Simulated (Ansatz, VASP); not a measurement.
# One calculation of InAs, two programs

```
In As
1.0
     0.00000    3.01800    3.01800
     3.01800    0.00000    3.01800
     3.01800    3.01800    0.00000
In As
1 1
Direct
  0.00000 0.00000 0.00000
  0.75000 0.75000 0.75000
```

Alike in both runs: functional r2SCANh; k mesh 4 × 4 × 4; occupations fermi-dirac, width 0.05 eV; no spin polarisation.

|  | VASP | Ansatz |
| --- | --- | --- |
| version | VASP 6.6.1 | Ansatz 0.2.0 |
| potentials or method | VASP PAW PBE potentials, release 64 (In_d, As) | Ansatz PAW |
| plane-wave cutoff (eV) | 520 | 500 |
| valence electrons in the cell | 18 | 28 |
| task | single point | band structure |

```tsv
	VASP	Ansatz	Ansatz less VASP
gap on the k mesh at the Fermi level (eV)	0.77	0.75	-0.026
least direct gap on the mesh (eV)	0.77	0.75	-0.026
pressure (GPa)	1.7	1.9	+0.16
```

VASP's potentials were made for PBE, not for r2SCANh. The functional is the same, so the differences come from potentials, cutoffs and numerics. VASP's potentials hold 18 valence electrons a cell and Ansatz's 28, so a difference there can come from the potentials and not from the codes.

The k mesh is coarse, so the values compare programs but aren't converged.
